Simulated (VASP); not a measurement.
# Si (Fd-3m) in VASP: a series of runs

The runs below take Si through single point, with PBE.

All numbers are computed with VASP 6.6.1; they aren't measurements. Logs are shortened: lines on timing, memory, paths and dates and some standing lists are left out, and cuts for length are marked.

**1. The cell of the first run**

The structure is cubic, space group Fd-3m (No. 227). Conventional cell: a = 5.470 Å, b = 5.470 Å, c = 5.470 Å, α = 90.00°, β = 90.00°, γ = 90.00°. Within 3.1 Å of Si (site symmetry -43m) lie 4 Si at 2.37 Å.

**2. Single point, PBE**

INCAR reads:

```
ALGO = Normal
EDIFF = 1E-6
ENCUT = 500
GGA = PE
GGA_COMPAT = False
ISIF = 2
ISMEAR = 0
LASPH = True
LCHARG = False
LREAL = False
LWAVE = False
NBANDS = 11
NELM = 120
PREC = Accurate
SIGMA = 0.02
```

KPOINTS reads:

```
k-points
0
Gamma
  8 8 8
```

POSCAR reads:

```
Si
1.0
    0.0000000000      2.7348307989      2.7348307989
    2.7348307989      0.0000000000      2.7348307989
    2.7348307989      2.7348307989      0.0000000000
Si
2
Direct
    0.0000000000      0.0000000000      0.0000000000
    0.2500000000      0.2500000000      0.2500000000
```

Potentials or basis: VASP PAW PBE potentials, release 64 (Si).

The run is started by

```console
$ cat potpaw_PBE.64/Si/POTCAR > POTCAR
$ mpirun -np 1 vasp_std > vasp.out
```

OUTCAR:

```text
EDIFF = 1E-6
   ENCUT = 500
   GGA = PE
   ISIF = 2
   ISMEAR = 0
   LASPH = True
   LREAL = False
   NELM = 120
   PREC = Accurate

 ion  position               nearest neighbor table
   1  0.000  0.000  0.000-   2 2.37   2 2.37   2 2.37   2 2.37
   2  0.250  0.250  0.250-   1 2.37   1 2.37   1 2.37   1 2.37

  LATTYP: Found a face centered cubic cell.
 ALAT       =     5.4696615978

  Lattice vectors:

 A1 = (   0.0000000000,   2.7348307989,   2.7348307989)
 A2 = (   2.7348307989,   0.0000000000,   2.7348307989)
 A3 = (   2.7348307989,   2.7348307989,   0.0000000000)

Analysis of symmetry for initial positions (statically):
=====================================================================
 Subroutine PRICEL returns:
 Original cell was already a primitive cell.

 Routine SETGRP: Setting up the symmetry group for a
 face centered cubic supercell.

 Subroutine GETGRP returns: Found 48 space group operations
 (whereof 24 operations were pure point group operations)
 out of a pool of 48 trial point group operations.

The static configuration has the point symmetry T_d .
 The point group associated with its full space group is O_h .

Analysis of symmetry for dynamics (positions and initial velocities):
=====================================================================
 Subroutine PRICEL returns:
 Original cell was already a primitive cell.

 Routine SETGRP: Setting up the symmetry group for a
 face centered cubic supercell.

 Subroutine GETGRP returns: Found 48 space group operations
 (whereof 24 operations were pure point group operations)
 out of a pool of 48 trial point group operations.

The dynamic configuration has the point symmetry T_d .
 The point group associated with its full space group is O_h .

 Subroutine INISYM returns: Found 48 space group operations
 (whereof 24 operations are pure point group operations),
 and found     1 'primitive' translations

----------------------------------------------------------------------------------------

                                     Primitive cell

  volume of cell :      40.9092

  direct lattice vectors                    reciprocal lattice vectors
     0.000000000  2.734830799  2.734830799    -0.182826667  0.182826667  0.182826667
     2.734830799  0.000000000  2.734830799     0.182826667 -0.182826667  0.182826667
     2.734830799  2.734830799  0.000000000     0.182826667  0.182826667 -0.182826667

  length of vectors
     3.867634807  3.867634807  3.867634807     0.316665076  0.316665076  0.316665076

  position of ions in fractional coordinates (direct lattice)
     0.000000000  0.000000000  0.000000000
     0.250000000  0.250000000  0.250000000

  ion indices of the primitive-cell ions
   primitive index   ion index
                 1           1
                 2           2

----------------------------------------------------------------------------------------

 KPOINTS: k-points

Automatic generation of k-mesh.
 Grid dimensions read from file:
 generate k-points for:    8    8    8

 Generating k-lattice:

  Cartesian coordinates                     Fractional coordinates (reciprocal lattice)
    -0.022853333  0.022853333  0.022853333     0.125000000  0.000000000  0.000000000
     0.022853333 -0.022853333  0.022853333     0.000000000  0.125000000  0.000000000
     0.022853333  0.022853333 -0.022853333     0.000000000  0.000000000  0.125000000

  Length of vectors
     0.039583135  0.039583135  0.039583135

  Shift w.r.t. Gamma in fractional coordinates (k-lattice)
     0.000000000  0.000000000  0.000000000

 Subroutine IBZKPT returns following result:
 ===========================================

 Found     29 irreducible k-points:

 Following reciprocal coordinates:
            Coordinates               Weight
  0.000000  0.000000  0.000000      1.000000
  0.125000  0.000000  0.000000      8.000000
  0.250000  0.000000  0.000000      8.000000
  0.375000  0.000000  0.000000      8.000000
  0.500000  0.000000  0.000000      4.000000
  0.125000  0.125000  0.000000      6.000000
[... 16 lines left out ...]
  0.500000  0.250000  0.125000     48.000000
 -0.375000  0.250000  0.125000     24.000000
 [... further k-points ...]
   k-points           NKPTS =     29   k-points in BZ     NKDIM =     29   number of bands    NBANDS=     11
   number of dos      NEDOS =    301   number of ions     NIONS =      2
   total plane-waves  NPLWV =  21952
   dimension x,y,z NGX =    28 NGY =   28 NGZ =   28
   dimension x,y,z NGXF=    56 NGYF=   56 NGZF=   56
   ions per type =               2
   NGX,Y,Z   is equivalent  to a cutoff of  12.04, 12.04, 12.04 a.u.
   NGXF,Y,Z  is equivalent  to a cutoff of  24.07, 24.07, 24.07 a.u.
 SYSTEM =  unknown system
   PREC   = accura    normal or accurate (medium, high low for compatibility)
   ISTART =      0    job   : 0-new  1-cont  2-samecut
   ICHARG =      2    charge: 1-file 2-atom 10-const
   ISPIN  =      1    spin polarized calculation?
   LNONCOLLINEAR =      F non collinear calculations
   LSORBIT =      F    spin-orbit coupling
   LASPH  =      T    aspherical Exc in radial PAW
   ENCUT  =  500.0 eV  36.75 Ry    6.06 a.u.   7.05  7.05  7.05*2*pi/ulx,y,z
   NELM   =    120;   NELMIN=  2; NELMDL= -5     # of ELM steps
   EDIFF  = 0.1E-05   stopping-criterion for ELM
   LREAL  =      F    real-space projection
[... 7 lines left out ...]
   TEBEG  =    0.0;   TEEND  =   0.0 temperature during run
   PSTRESS=    0.0 pullay stress
   NELECT =       8.0000    total number of electrons
   NUPDOWN=      -1.0000    fix difference up-down
   EMIN   =  10.00;   EMAX   =-10.00  energy-range for DOS
   EFERMI =   0.00;   METHOD = LEGACY
   ISMEAR =     0;   SIGMA  =   0.02  broadening in eV -4-tet -1-fermi 0-gaus
   EFERMI_NEDOS =   21; number of points for ismear=-14 and -15
   IALGO  =     38    algorithm
   IMIX   =      4    mixing-type and parameters
     AMIX     =   0.40;   BMIX     =  1.00
     AMIX_MAG =   1.60;   BMIX_MAG =  1.00
  volume/ion in A,a.u.               =      20.45       138.03
  Fermi-wavevector in a.u.,A,eV,Ry     =   0.950235  1.795684 12.285334  0.902947
  Thomas-Fermi vector in A             =   2.078593
   LORBIT       =      0    0 simple, 1 ext, 2 COOP (PROOUT), +10 PAW based schemes
   GGA     = PE    functional components
   LHFCALC =     F    Hartree Fock is set to
   AEXX    =    0.0000 exact exchange contribution
   IVDW    =     0    specifies the selected vdW correction
   LEPSILON=     F    determine dielectric tensor
   LRPA    =     F    only Hartree local field effects (RPA)
 non-spin polarized calculation
 Gauss-broadening in eV      SIGMA  =   0.02
  energy-cutoff  :      500.00
  volume of cell :       40.91
 maximum number of plane-waves:      1056
   NGX = 15   NGY = 15   NGZ = 15

 number of electron       8.0000000 magnetization

 Free energy of the ion-electron system (eV)
  ---------------------------------------------------
  ext. energy  EPLUGINS =         0.00000000
  ---------------------------------------------------
  free energy    TOTEN  =       -10.84606678 eV

  energy without entropy =      -10.84606678  energy(sigma->0) =      -10.84606678

 E-fermi :   5.7234     XC(G=0):  -9.3246

 val. band max:        5.6122501203   @ k =   0.0000   0.0000   0.0000
 cond. band min:       6.2630467812   @ k =   0.3750   0.3750   0.0000
 fundamental gap:      0.6507966609
 Fermi energy:         5.7233814245

 k-point     1 :       0.0000    0.0000    0.0000
  band No.  band energies     occupation
      1      -6.1992      2.00000
      2       5.6123      2.00000
      3       5.6123      2.00000
      4       5.6123      2.00000
      5       8.1685      0.00000
      6       8.1685      0.00000
      7       8.1685      0.00000
      8       8.7403      0.00000
      9      13.3206      0.00000
     10      13.3206      0.00000
     11      13.4873      0.00000

 k-point     2 :       0.1250    0.0000    0.0000
  band No.  band energies     occupation
      1      -5.9988      2.00000
      2       4.0216      2.00000
      3       5.3300      2.00000
      4       5.3300      2.00000
      5       8.0536      0.00000
      6       8.5838      0.00000
      7       8.5838      0.00000
      8      10.1407      0.00000
      9      12.8479      0.00000
     10      12.8479      0.00000
     11      14.2629      0.00000

 k-point     3 :       0.2500    0.0000    0.0000
  band No.  band energies     occupation
      1      -5.4147      2.00000
      2       1.7268      2.00000
      3       4.8675      2.00000
      4       4.8675      2.00000
      5       7.5697      0.00000
      6       9.1016      0.00000
      7       9.1016      0.00000
      8      12.3592      0.00000
      9      12.7988      0.00000
     10      12.7988      0.00000
     11      14.5400      0.00000

 k-point     4 :       0.3750    0.0000    0.0000
  band No.  band energies     occupation
      1      -4.5406      2.00000
      2      -0.2567      2.00000
      3       4.5448      2.00000
      4       4.5448      2.00000
      5       7.2051      0.00000
      6       9.0649      0.00000
      7       9.0649      0.00000
      8      13.4482      0.00000
      9      14.1501      0.00000
     10      14.1501      0.00000
     11      15.1201      0.00000
[... 239 lines left out ...]
 k-point    22 :       0.3750    0.2500    0.1250
  band No.  band energies     occupation
      1      -4.8949      2.00000
      2       1.3445      2.00000
      3       2.9614      2.00000
      4       4.2127      2.00000
      5       8.0551      0.00000
      6       9.4375      0.00000
      7       9.8152      0.00000
      8      11.0517      0.00000
      9      13.3234      0.00000
     10      15.7144      0.00000
     11      16.5739      0.00000

 k-point    23 :       0.5000    0.2500    0.1250
  band No.  band energies     occupation
      1      -4.0258      2.00000
      2      -0.1744      2.00000
      3       2.3575      2.00000
      4       3.7255      2.00000
      5       8.4761      0.00000
      6       9.1413      0.00000
      7      10.5889      0.00000
      8      11.4892      0.00000
      9      14.5410      0.00000
     10      15.2367      0.00000
     11      17.5124      0.00000

 k-point    24 :      -0.3750    0.2500    0.1250
  band No.  band energies     occupation
      1      -3.3920      2.00000
      2      -1.0934      2.00000
      3       2.2261      2.00000
      4       3.5027      2.00000
      5       8.6349      0.00000
      6       8.7586      0.00000
      7      11.4576      0.00000
      8      12.6772      0.00000
      9      12.9174      0.00000
     10      16.1184      0.00000
     11      17.1623      0.00000

 [... further k-points ...]
[... 5 lines left out ...]
  --------------------------------------------------------------------------------------
  -------------------------------------------------------------------------------------
  Total       -0.0112247     -0.0112247     -0.0112247     -0.0000000      0.0000000      0.0000000
  in kB       -0.4396049     -0.4396049     -0.4396049     -0.0000000      0.0000000      0.0000000
  external PRESSURE =      -0.4396049 kB  Pullay stress =       0.0000000 kB

 VOLUME and BASIS-vectors are now :
 -----------------------------------------------------------------------------
  energy-cutoff  :      500.00
  volume of cell :       40.91
      direct lattice vectors                 reciprocal lattice vectors
     0.000000000  2.734830799  2.734830799    -0.182826667  0.182826667  0.182826667
     2.734830799  0.000000000  2.734830799     0.182826667 -0.182826667  0.182826667
     2.734830799  2.734830799  0.000000000     0.182826667  0.182826667 -0.182826667

 POSITION                                       TOTAL-FORCE (eV/Angst)
 -----------------------------------------------------------------------------------
      0.00000      0.00000      0.00000        -0.000000     -0.000000     -0.000000
      1.36742      1.36742      1.36742         0.000000      0.000000      0.000000
 -----------------------------------------------------------------------------------
    total drift:                                0.000000      0.000000     -0.000000

  FREE ENERGIE OF THE ION-ELECTRON SYSTEM (eV)
  ---------------------------------------------------
  free  energy   TOTEN  =       -10.8460667768 eV

  energy  without entropy=      -10.8460667768  energy(sigma->0) =      -10.84606678
```

Run time: 5.8 s. Hardware: 1 thread of Intel Xeon Platinum 8559C (Emerald Rapids), shared host; peak memory 0.15 GiB.

Results:

| Property | Result |
| --- | --- |
| Free energy | -10.8461 eV |
| Pressure | 0.0 GPa |
| Band gap on the k mesh | 0.65 eV, indirect (least direct gap 2.56 eV) |

Levels at points of the mesh, in eV from the valence-band top:
| k point | band 1 | band 2 | band 3 | band 4 | band 5 | band 6 | band 7 | band 8 | band 9 |
| --- | --- | --- | --- | --- | --- | --- | --- | --- | --- |
| (0.00, 0.00, 0.00) | -11.81 | 0.00 | 0.00 | 0.00 | 2.56 | 2.56 | 2.56 | 3.13 | 7.71 |
| (0.50, 0.00, 0.00) | -9.53 | -6.87 | -1.18 | -1.18 | 1.46 | 3.35 | 3.35 | 7.70 | 10.49 |
| (0.50, 0.50, 0.00) | -7.74 | -7.74 | -2.79 | -2.79 | 0.75 | 0.75 | 9.93 | 9.93 | 10.91 |

**3. Single point, PBE**

INCAR reads:

```
PREC = Accurate ; ENCUT = 500
EDIFF = 1E-6 ; ISMEAR = 0
SIGMA = 0.02 ; LREAL = False
LASPH = True ; NELM = 120
ALGO = Normal ; ISIF = 2
LWAVE = False ; LCHARG = True
GGA = PE ; LELF = True
LVHAR = True ; NBANDS = 11
GGA_COMPAT = False
```

KPOINTS reads:

```
Automatic mesh
0
Gamma
  10 10 10
```

POSCAR is that of step 2.

Potentials or basis: VASP PAW PBE potentials, release 64 (Si).

The run is started by

```console
$ cat potpaw_PBE.64/Si/POTCAR > POTCAR
$ mpirun -np 1 vasp_std > vasp.out
```

Run time: 10 s. Hardware: 1 thread of Intel Xeon Platinum 8559C (Emerald Rapids), shared host; peak memory 0.15 GiB.

The run converged. Its results:

| Property | Result |
| --- | --- |
| Free energy | -10.8492 eV |
| Pressure | 0.0 GPa |
| Band gap on the k mesh | 0.62 eV, indirect (least direct gap 2.56 eV) |

Levels at points of the mesh, in eV from the valence-band top:
| k point | band 1 | band 2 | band 3 | band 4 | band 5 | band 6 | band 7 | band 8 |
| --- | --- | --- | --- | --- | --- | --- | --- | --- |
| (0.00, 0.00, 0.00) | -11.81 | 0.00 | 0.00 | 0.00 | 2.56 | 2.56 | 2.56 | 3.13 |
| (0.50, 0.00, 0.00) | -9.53 | -6.87 | -1.18 | -1.18 | 1.46 | 3.35 | 3.35 | 7.70 |
| (0.50, 0.50, 0.00) | -7.74 | -7.74 | -2.79 | -2.79 | 0.75 | 0.75 | 9.93 | 9.93 |

A k mesh can miss the band edges. PBE gaps usually lie below the measured ones, often by a third to a half.
